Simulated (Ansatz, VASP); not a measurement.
**One calculation of NaI, two programs**

```
Na I
1.0
     0.00000    3.23640    3.23640
     3.23640    0.00000    3.23640
     3.23640    3.23640    0.00000
Na I
1 1
Direct
  0.00000 0.00000 0.00000
  0.50000 0.50000 0.56000
```

Alike in both runs: task single point; functional PBEsol; k mesh 4 × 4 × 4; no spin polarisation.

```csv
,VASP,Ansatz
version,VASP 6.6.1,Ansatz 0.2.0
potentials or method,"VASP PAW PBE potentials, release 64 (Na_pv, I)","plane waves, PAW"
plane-wave cutoff (eV),500,420
occupations,"gaussian, width 0.01 eV",fixed
valence electrons in the cell,14,26
```

```csv
,VASP,Ansatz,Ansatz less VASP
rms of the force components (eV/Å),0.144,0.142,-0.0022
```

VASP's potentials were made for PBE, not for PBEsol. Atom by atom the forces differ by 0.002 eV/Å (rms over components). VASP's potentials hold 14 valence electrons a cell and Ansatz's 26, so a difference there can come from the potentials and not from the codes.

The k mesh is coarse, so the values compare programs but aren't converged. Neither program's run includes spin-orbit coupling.
